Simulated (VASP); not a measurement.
Input of a VASP 6.6.1 run:

File INCAR:

```
SYSTEM = Au
PREC = Accurate
ENCUT = 520
EDIFF = 1E-7
ISMEAR = 0
SIGMA = 0.15
LREAL = .FALSE.
LASPH = .TRUE.
NELM = 100
ALGO = Fast
ISIF = 2
LWAVE = .FALSE.
LCHARG = .TRUE.
LELF = .TRUE.
LVHAR = .TRUE.
NBANDS = 12
```

Contents of KPOINTS:

```
Automatic mesh
0
G
  22 22 22
  0 0 0
```

POSCAR

```
Au
1.0
   -2.0372681725      1.6781145129      1.6781145129
    1.6781145129     -2.0372681725      1.6781145129
    1.6781145129      1.6781145129     -2.0372681725
Au
1
Direct
    0.0000000000      0.0000000000      0.0000000000
```

Potentials or basis: VASP PAW LDA potentials, release 64 (Au).

Command:

```bash
$ cat potpaw_LDA.64/Au/POTCAR > POTCAR
$ mpirun -np 1 vasp_std > vasp.out
```

Problem. Predict the pressure.

Solution. 28.8 GPa.

Stress tensor (GPa, compression positive):
```
28.83 46.37 46.37
46.37 28.83 46.37
46.37 46.37 28.83
```
